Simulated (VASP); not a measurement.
Runs of VASP 6.6.1 on MgSe3. The structure is that of space group Pm-3m (No. 221), or close to it. The cells are those of the table. 

| task | cell | k mesh | cutoff (eV) | gap on the mesh (eV) | pressure (GPa) |
| --- | --- | --- | --- | --- | --- |
| single point | a = 4.773 Å, 4 atoms | 4 × 4 × 4 | 520 | none | (a) |
| relaxation of cell and atoms | relaxed from a = 4.773 Å, 4 atoms | 4 × 4 × 4 | 600 | none | -0.1 |
| single point | a = 4.404 Å, 4 atoms | 4 × 4 × 4 | 520 | none | -0.4 |
| single point | a = 4.383 Å, 4 atoms | 10 × 10 × 10 | 520 | none | -0.1 |

Alike in all rows: level PBE; potentials or basis VASP PAW PBE potentials, release 64 (Mg, Se); no spin polarisation; smearing gaussian 0.1 eV.

Fill in the values left out.

(a) -8.4.

A k mesh can miss the band edges, and the runs leave out spin-orbit coupling on Se.

A gap of «none» marks levels without a gap at the run's occupations.
